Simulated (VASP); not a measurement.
Here is a VASP 6.6.1 calculation.

INCAR

```
SYSTEM = Nb
PREC     = Accurate       ! precision mode
ENCUT    = 520            ! plane-wave cutoff, eV
EDIFF    = 1E-6           ! SCF threshold, eV
ISMEAR   = -1             ! smearing method
SIGMA    = 0.05           ! smearing width, eV
LREAL    = .False.        ! projectors in reciprocal space
LASPH    = .True.         ! aspherical terms in the spheres
NELM     = 100            ! most SCF steps
ALGO     = Normal         ! electronic algorithm
ISIF     = 2              ! what is computed and relaxed
LWAVE    = .False.        ! write WAVECAR
LCHARG   = .False.        ! write CHGCAR
GGA      = PE             ! functional
NBANDS   = 12             ! bands
```

The input KPOINTS:

```
regular mesh
0
Gamma
  15 15 14
  0 0 0
```

POSCAR

```
Nb
1.0
    2.7152171575      0.0000000000      0.0000000000
   -1.3576085788      2.3514470352      0.0000000000
    0.0000000000      0.0000000000      2.5776734131
Nb
1
Direct
    0.0000000000      0.0000000000      0.0000000000
```

Potentials or basis: VASP PAW PBE potentials, release 64 (Nb_sv).

The run is started by

```console
$ cat potpaw_PBE.64/Nb_sv/POTCAR > POTCAR
$ mpirun -np 1 vasp_std > vasp.out
```

(1) Predict the pressure.

Results:

(1) 31.6 GPa.
